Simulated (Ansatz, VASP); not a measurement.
## Mg2Si3N in VASP and in Ansatz

```xyz
6
Lattice="3.8169 0.0000 0.0000 -1.9084 3.3055 0.0000 0.0000 0.0000 8.5055" Properties=species:S:1:pos:R:3 pbc="T T T"
Mg    1.9084    1.1018    6.3984
Mg    1.9084    1.1018    2.1071
Si    0.0000    0.0000    0.0000
Si    0.0000    2.2037    4.2528
Si    0.0000    2.2037    0.0000
N     0.0000    0.0000    4.2528
```

Change from the starting cell: species swapped into the Sr2AlGa3 type (P-6m2, No. 187).

Alike in both runs: task relaxation of cell and atoms; functional PBE; k mesh 6 × 6 × 2; occupations gaussian, width 0.1 eV; no spin polarisation.

|  | VASP | Ansatz |
| --- | --- | --- |
| version | VASP 6.6.1 | Ansatz 0.2.0 |
| potentials or method | VASP PAW PBE potentials, release 64 (Mg, Si, N), cutoff 600 eV | scalar-relativistic, plane waves, PAW |
| valence electrons in the cell | 21 | 37 |

|  | VASP | Ansatz | Ansatz less VASP |
| --- | --- | --- | --- |
| gap on the k mesh at the Fermi level, each at its own relaxed structure (eV) | none | none | - |
| relaxed volume (Å³/atom) | 16.24 | 16.38 | +0.138 |
| relaxed cell length with the largest relative difference (Å) | 7.624 | 7.670 | +0.0455 |

A gap of «none» marks a metal or a gap that the smearing closes. VASP's potentials hold 21 valence electrons a cell and Ansatz's 37, so a difference there can come from the potentials and not from the codes.

The k mesh is coarse, so the values compare programs but aren't converged.
